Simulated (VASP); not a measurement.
# Co (P6_3/mmc) in VASP: further runs

Co is run at these levels: PBE, BLYP, PBE+D4; tasks: single point.

Program: VASP 6.6.1. These are calculated values, not measurements. Logs are shortened: lines on timing, memory, paths and dates and some standing lists are left out, and cuts for length are marked.

**1. The cell of the first run**

The structure is hexagonal, space group P6_3/mmc (No. 194). The conventional cell has a = 2.471 Å, b = 2.471 Å, c = 8.088 Å, α = 90.00°, β = 90.00°, γ = 120.00°. Co (site symmetry -6m2) has 12 Co at 2.47 Å within 3.3 Å. Co (site symmetry -3m) has 12 Co at 2.47 Å within 3.3 Å.

**2. Single point, PBE, collinear spin, ferromagnetic start**

Contents of INCAR:

```
SYSTEM = Co
  PREC = Accurate
  ENCUT = 520
  EDIFF = 1E-7
  ISMEAR = 0
  SIGMA = 0.014
  LREAL = .FALSE.
  LASPH = .TRUE.
  NELM = 150
  ALGO = Normal
  ISIF = 2
  LWAVE = .FALSE.
  LCHARG = .FALSE.
  ISPIN = 2
  MAGMOM = 2 2 2 2
  LORBIT = 11
  LMAXMIX = 4
  GGA = PE
  NBANDS = 30
```

Contents of KPOINTS:

```
Automatic mesh
0
G
  12 12 4
  0 0 0
```

Contents of POSCAR:

```
Co
1.0
    2.4705617809      0.0000000000      0.0000000000
   -1.2352808905      2.1395692639      0.0000000000
    0.0000000000      0.0000000000      8.0882338000
Co
4
Direct
    0.6666666667      0.3333333333      0.7500000000
    0.0000000000      0.0000000000      0.5000000000
    0.3333333333      0.6666666667      0.2500000000
    0.0000000000      0.0000000000      0.0000000000
```

Potentials or basis: VASP PAW PBE potentials, release 64 (Co).

Started as:

```sh
cat potpaw_PBE.64/Co/POTCAR > POTCAR
mpirun -np 1 vasp_std > vasp.out
```

OUTCAR:

```text
SYSTEM = Co
   PREC = Accurate
   ENCUT = 520
   EDIFF = 1E-7
   ISMEAR = 0
   LREAL = .FALSE.
   LASPH = .TRUE.
   NELM = 150
   ISIF = 2
   ISPIN = 2
   LORBIT = 11
   GGA = PE

 ion  position               nearest neighbor table
   1  0.667  0.333  0.750-   2 2.47   4 2.47   2 2.47   4 2.47   2 2.47   4 2.47
   2  0.000  0.000  0.500-   1 2.47   3 2.47   1 2.47   3 2.47   1 2.47   3 2.47
   3  0.333  0.667  0.250-   2 2.47   4 2.47   2 2.47   4 2.47   2 2.47   4 2.47
   4  0.000  0.000  0.000-   1 2.47   3 2.47   1 2.47   3 2.47   1 2.47   3 2.47

  LATTYP: Found a hexagonal cell.
 ALAT       =     2.4705617809
 C/A-ratio  =     3.2738439745

  Lattice vectors:

 A1 = (   2.4705617809,   0.0000000000,   0.0000000000)
 A2 = (  -1.2352808905,   2.1395692639,   0.0000000000)
 A3 = (   0.0000000000,   0.0000000000,   8.0882338000)

Analysis of symmetry for initial positions (statically):
=====================================================================
 Subroutine PRICEL returns:
 Original cell was already a primitive cell.

 Routine SETGRP: Setting up the symmetry group for a
 hexagonal supercell.

 Subroutine GETGRP returns: Found 24 space group operations
 (whereof 12 operations were pure point group operations)
 out of a pool of 24 trial point group operations.

The static configuration has the point symmetry D_3d.
 The point group associated with its full space group is D_6h.

Analysis of symmetry for dynamics (positions and initial velocities):
=====================================================================
 Subroutine PRICEL returns:
 Original cell was already a primitive cell.

 Routine SETGRP: Setting up the symmetry group for a
 hexagonal supercell.

 Subroutine GETGRP returns: Found 24 space group operations
 (whereof 12 operations were pure point group operations)
 out of a pool of 24 trial point group operations.

The dynamic configuration has the point symmetry D_3d.
 The point group associated with its full space group is D_6h.

Analysis of structural, dynamic, and magnetic symmetry:
=====================================================================
 Subroutine PRICEL returns:
 Original cell was already a primitive cell.

 Routine SETGRP: Setting up the symmetry group for a
 hexagonal supercell.

 Subroutine GETGRP returns: Found 24 space group operations
 (whereof 12 operations were pure point group operations)
 out of a pool of 24 trial point group operations.

The overall configuration has the point symmetry D_3d.
 The point group associated with its full space group is D_6h.

 Subroutine INISYM returns: Found 24 space group operations
[... 125 lines left out ...]
   LORBIT       =     11    0 simple, 1 ext, 2 COOP (PROOUT), +10 PAW based schemes
   GGA     = PE    functional components
   LHFCALC =     F    Hartree Fock is set to
   AEXX    =    0.0000 exact exchange contribution
   IVDW    =     0    specifies the selected vdW correction
   LEPSILON=     F    determine dielectric tensor
   LRPA    =     F    only Hartree local field effects (RPA)
 spin polarized calculation
 Gauss-broadening in eV      SIGMA  =   0.01
  energy-cutoff  :      520.00
  volume of cell :       42.75
 maximum number of plane-waves:      1170
   NGX =  9   NGY =  9   NGZ = 31

 number of electron      35.9999991 magnetization       6.5827807

 Free energy of the ion-electron system (eV)
  ---------------------------------------------------
  ext. energy  EPLUGINS =         0.00000000
  ---------------------------------------------------
  free energy    TOTEN  =       -28.10075243 eV

  energy without entropy =      -28.10020515  energy(sigma->0) =      -28.10047879

 E-fermi :  10.5289     XC(G=0): -13.4930

 val. band max:       10.5275298114   @ k =   0.5000   0.0000   0.2500
 cond. band min:      10.5397481161   @ k =   0.2500   0.0833   0.2500
 fundamental gap:      0.0122183047
 Fermi energy:        10.5289157254

 spin component 1

 k-point     1 :       0.0000    0.0000    0.0000
  band No.  band energies     occupation
      1       1.4638      1.00000
      2       3.6788      1.00000
      3       3.7046      1.00000
      4       5.2557      1.00000
      5       7.4490      1.00000
      6       7.4861      1.00000
[... 781 lines left out ...]
     29      25.3017      0.00000
     30      26.1557      0.00000

 [... further k-points ...]

 spin component 2

 k-point     1 :       0.0000    0.0000    0.0000
  band No.  band energies     occupation
      1       1.4813      1.00000
      2       3.7816      1.00000
      3       3.7823      1.00000
      4       6.1906      1.00000
      5       8.7995      1.00000
      6       8.8647      1.00000
[... 781 lines left out ...]
     29      25.6827      0.00000
     30      26.5655      0.00000

 [... further k-points ...]
[... 5 lines left out ...]
  --------------------------------------------------------------------------------------
  -------------------------------------------------------------------------------------
  Total        1.4025777      1.4025777      0.2393989     -0.0000000     -0.0000000      0.0000000
  in kB       52.5607726     52.5607726      8.9713325     -0.0000000     -0.0000000      0.0000000
  external PRESSURE =      38.0309592 kB  Pullay stress =       0.0000000 kB

 VOLUME and BASIS-vectors are now :
 -----------------------------------------------------------------------------
  energy-cutoff  :      520.00
  volume of cell :       42.75
      direct lattice vectors                 reciprocal lattice vectors
     2.470561781  0.000000000  0.000000000     0.404766239  0.233691897  0.000000000
    -1.235280890  2.139569264  0.000000000     0.000000000  0.467383794  0.000000000
     0.000000000  0.000000000  8.088233800     0.000000000  0.000000000  0.123636386

 POSITION                                       TOTAL-FORCE (eV/Angst)
 -----------------------------------------------------------------------------------
      1.23528      0.71319      6.06618        -0.000000      0.000000     -0.000000
      0.00000      0.00000      4.04412        -0.000000      0.000000      0.000000
     -0.00000      1.42638      2.02206         0.000000      0.000000     -0.000000
      0.00000      0.00000      0.00000        -0.000000      0.000000      0.000000
 -----------------------------------------------------------------------------------
    total drift:                                0.000000     -0.000000      0.000000

  FREE ENERGIE OF THE ION-ELECTRON SYSTEM (eV)
  ---------------------------------------------------
  free  energy   TOTEN  =       -28.1007524313 eV

  energy  without entropy=      -28.1002051498  energy(sigma->0) =      -28.10047879

 total charge

# of ion       s       p       d       tot
------------------------------------------
    1        0.497   0.539   7.263   8.298
    2        0.498   0.535   7.272   8.304
    3        0.497   0.539   7.263   8.298
    4        0.498   0.535   7.272   8.304
--------------------------------------------------
tot          1.988   2.148  29.069  33.205

 magnetization (x)

# of ion       s       p       d       tot
------------------------------------------
    1       -0.013  -0.052   1.737   1.672
    2       -0.013  -0.049   1.710   1.649
    3       -0.013  -0.052   1.737   1.672
    4       -0.013  -0.049   1.710   1.649
--------------------------------------------------
tot         -0.052  -0.201   6.895   6.642
```

OSZICAR:

```text
N       E                     dE             d eps       ncg     rms          rms(c)
DAV:   1     0.239580477875E+03    0.23958E+03   -0.15700E+04  6976   0.164E+03
DAV:   2    -0.170804848330E+02   -0.25666E+03   -0.23907E+03  6840   0.309E+02
DAV:   3    -0.319215538993E+02   -0.14841E+02   -0.14010E+02  7584   0.101E+02
[... 13 lines left out ...]
DAV:  17    -0.281007519069E+02   -0.16321E-06   -0.16672E-06  7452   0.118E-02    0.372E-03
DAV:  18    -0.281007521148E+02   -0.20791E-06   -0.67138E-08  3848   0.334E-03    0.202E-03
DAV:  19    -0.281007522469E+02   -0.13210E-06   -0.26055E-08  3672   0.269E-03    0.878E-04
DAV:  20    -0.281007524054E+02   -0.15848E-06   -0.16800E-08  3696   0.112E-03    0.256E-04
DAV:  21    -0.281007524313E+02   -0.25925E-07   -0.44315E-09  3666   0.700E-04
   1 F= -.28100752E+02 E0= -.28100479E+02  d E =-.547282E-03  mag=     6.5828
```

Run time: 1.8 min. Hardware: 1 thread of AMD EPYC 9R45 (Zen 5), shared host; peak memory 0.2 GiB.

What came out:

```yaml
Free_energy: -28.1008 eV
Pressure: 3.8 GPa
Net_moment: 6.58 μB per cell
Site_moments: Co +1.67, +1.65 μB
Valence_electrons_inside_the_program's_atomic_spheres: Co 8.30
```

Stress tensor (GPa, compression positive):
```
5.26 0.00 0.00
0.00 5.26 0.00
0.00 0.00 0.90
```

**3. Single point, PBE, collinear spin, ferromagnetic start**

Contents of INCAR:

```
  PREC = Accurate
  ENCUT = 520
  EDIFF = 1E-6
  ISMEAR = 0
  SIGMA = 0.017
  LREAL = False
  LASPH = True
  NELM = 150
  ALGO = Normal
  ISIF = 2
  LWAVE = False
  LCHARG = False
  ISPIN = 2
  MAGMOM = 2 2 2 2
  LORBIT = 11
  LMAXMIX = 4
  GGA = PE
  NBANDS = 30
```

Contents of KPOINTS:

```
regular mesh
0
Gamma
  12 12 4
```

POSCAR is that of step 2.

Potentials or basis: VASP PAW PBE potentials, release 64 (Co).

Started as:

```sh
cat potpaw_PBE.64/Co/POTCAR > POTCAR
mpirun -np 1 vasp_std > vasp.out
```

It took 86 s on 1 thread of AMD EPYC 9R45 (Zen 5), shared host; peak memory 0.2 GiB.

It converged, with:

```yaml
Free_energy: -28.1009 eV
Pressure: 3.8 GPa
Net_moment: 6.58 μB per cell
Site_moments: Co +1.67, +1.65 μB
Valence_electrons_inside_the_program's_atomic_spheres: Co 8.30
```

Stress tensor (GPa, compression positive):
```
5.21 0.00 0.00
0.00 5.21 0.00
0.00 0.00 0.85
```

Levels at points of the mesh, in eV from the Fermi level:
Spin up:
```
           k point  band 18  band 19  band 20  band 21  band 22  band 23  band 24  band 25  band 26  band 27
(0.00, 0.00, 0.00)    -1.52    -1.52    -1.20    -1.20    -0.81    -0.81    -0.29     6.24    14.81    14.81
(0.50, 0.00, 0.00)    -0.56    -0.55    -0.54     0.28     1.39     2.50     3.13     7.05     7.07    10.43
(0.00, 0.00, 0.50)    -1.67    -1.67    -1.67    -0.98    -0.98    -0.98    -0.98     9.25     9.25    20.89
(0.50, 0.00, 0.50)    -0.69    -0.57    -0.57     1.25     1.25     2.82     2.82     7.40     7.40     9.35
```
Spin down:
| k point | band 12 | band 13 | band 14 | band 15 | band 16 | band 17 |
| --- | --- | --- | --- | --- | --- | --- |
| (0.00, 0.00, 0.00) | -0.84 | -0.84 | -0.80 | -0.80 | -0.33 | 0.07 |
| (0.50, 0.00, 0.00) | -0.09 | -0.05 | 0.52 | 1.21 | 1.23 | 1.24 |
| (0.00, 0.00, 0.50) | -1.04 | -0.94 | -0.94 | -0.94 | -0.94 | 0.25 |
| (0.50, 0.00, 0.50) | -0.84 | -0.24 | -0.24 | 0.83 | 0.83 | 1.23 |

**4. Single point, PBE, collinear spin, ferromagnetic start**

Contents of INCAR:

```
PREC = Accurate ; ENCUT = 520
EDIFF = 1E-6 ; ISMEAR = 0
SIGMA = 0.019000000000000003 ; LREAL = False
LASPH = True ; NELM = 150
ALGO = Normal ; ISIF = 2
LWAVE = False ; LCHARG = False
ISPIN = 2 ; MAGMOM = 2 2 2 2
LORBIT = 11 ; LMAXMIX = 4
GGA = PE ; NBANDS = 30
```

KPOINTS is that of step 3.

POSCAR is that of step 3.

Potentials or basis: VASP PAW PBE potentials, release 64 (Co).

Started as:

```sh
cat potpaw_PBE.64/Co/POTCAR > POTCAR
mpirun -np 1 vasp_std > vasp.out
```

OUTCAR:

```text
PREC = Accurate
   ENCUT = 520
   EDIFF = 1E-6
   ISMEAR = 0
   LREAL = False
   LASPH = True
   NELM = 150
   ISIF = 2
   ISPIN = 2
   LORBIT = 11
   GGA = PE

 ion  position               nearest neighbor table
   1  0.667  0.333  0.750-   2 2.47   4 2.47   2 2.47   4 2.47   2 2.47   4 2.47
   2  0.000  0.000  0.500-   1 2.47   3 2.47   1 2.47   3 2.47   1 2.47   3 2.47
   3  0.333  0.667  0.250-   2 2.47   4 2.47   2 2.47   4 2.47   2 2.47   4 2.47
   4  0.000  0.000  0.000-   1 2.47   3 2.47   1 2.47   3 2.47   1 2.47   3 2.47

  LATTYP: Found a hexagonal cell.
[... 1816 lines left out ...]
  volume of cell :       42.75
      direct lattice vectors                 reciprocal lattice vectors
     2.470561781  0.000000000  0.000000000     0.404766239  0.233691897  0.000000000
    -1.235280890  2.139569264  0.000000000     0.000000000  0.467383794  0.000000000
     0.000000000  0.000000000  8.088233800     0.000000000  0.000000000  0.123636386

 POSITION                                       TOTAL-FORCE (eV/Angst)
 -----------------------------------------------------------------------------------
      1.23528      0.71319      6.06618         0.000000      0.000000      0.000000
      0.00000      0.00000      4.04412        -0.000000      0.000000      0.000000
     -0.00000      1.42638      2.02206        -0.000000     -0.000000     -0.000000
      0.00000      0.00000      0.00000        -0.000000      0.000000      0.000000
 -----------------------------------------------------------------------------------
    total drift:                                0.000000     -0.000000      0.000000

  FREE ENERGIE OF THE ION-ELECTRON SYSTEM (eV)
  ---------------------------------------------------
  free  energy   TOTEN  =       -28.1009701031 eV

  energy  without entropy=      -28.1000509931  energy(sigma->0) =      -28.10051055

 total charge

# of ion       s       p       d       tot
------------------------------------------
    1        0.497   0.539   7.263   8.298
    2        0.498   0.535   7.272   8.304
    3        0.497   0.539   7.263   8.298
    4        0.498   0.535   7.272   8.304
--------------------------------------------------
tot          1.988   2.148  29.070  33.205

 magnetization (x)

# of ion       s       p       d       tot
------------------------------------------
    1       -0.013  -0.052   1.737   1.672
    2       -0.013  -0.049   1.710   1.649
    3       -0.013  -0.052   1.737   1.672
    4       -0.013  -0.049   1.710   1.649
--------------------------------------------------
tot         -0.052  -0.201   6.894   6.642
```

OSZICAR:

```text
N       E                     dE             d eps       ncg     rms          rms(c)
DAV:   1     0.239580315264E+03    0.23958E+03   -0.15700E+04  6976   0.164E+03
DAV:   2    -0.170807220227E+02   -0.25666E+03   -0.23908E+03  6840   0.309E+02
DAV:   3    -0.319218000611E+02   -0.14841E+02   -0.14009E+02  7584   0.101E+02
DAV:   4    -0.321884766872E+02   -0.26668E+00   -0.26627E+00  8536   0.132E+01
DAV:   5    -0.321987129189E+02   -0.10236E-01   -0.10235E-01  9352   0.201E+00    0.215E+01
DAV:   6    -0.287878469521E+02    0.34109E+01   -0.24668E+01  7640   0.735E+01    0.967E+00
DAV:   7    -0.285486042215E+02    0.23924E+00   -0.46908E+00  7886   0.383E+01    0.117E+01
DAV:   8    -0.288286595357E+02   -0.28006E+00   -0.60239E+00  7982   0.478E+01    0.132E+01
DAV:   9    -0.281221488590E+02    0.70651E+00   -0.16601E+00  8256   0.262E+01    0.262E+00
DAV:  10    -0.281031568055E+02    0.18992E-01   -0.13440E-01  8274   0.421E+00    0.864E-01
DAV:  11    -0.281006597364E+02    0.24971E-02   -0.12680E-02  8542   0.991E-01    0.382E-01
DAV:  12    -0.281007959837E+02   -0.13625E-03   -0.14429E-03 10204   0.401E-01    0.180E-01
DAV:  13    -0.281009581931E+02   -0.16221E-03   -0.33323E-04  8238   0.283E-01    0.788E-02
DAV:  14    -0.281009727746E+02   -0.14582E-04   -0.16817E-04 11930   0.228E-01    0.605E-02
DAV:  15    -0.281009743185E+02   -0.15439E-05   -0.27727E-05  8498   0.797E-02    0.361E-02
DAV:  16    -0.281009696541E+02    0.46644E-05   -0.11895E-05  6844   0.719E-02    0.584E-03
DAV:  17    -0.281009701031E+02   -0.44899E-06   -0.20516E-06  4674   0.140E-02
   1 F= -.28100970E+02 E0= -.28100511E+02  d E =-.919110E-03  mag=     6.5824
```

Wall time 86 s (1 thread of AMD EPYC 9R45 (Zen 5), shared host); peak memory 0.2 GiB.

What came out:

| Item | Value |
| --- | --- |
| Free energy | -28.1010 eV |
| Pressure | 3.8 GPa |
| Net moment | 6.58 μB per cell |
| Site moments | Co +1.67, +1.65 μB |
| Valence electrons inside the program's atomic spheres | Co 8.30 |

Stress tensor (GPa, compression positive):
```
5.21 0.00 0.00
0.00 5.21 0.00
0.00 0.00 0.85
```

(Part 1 of 2 ends here.)
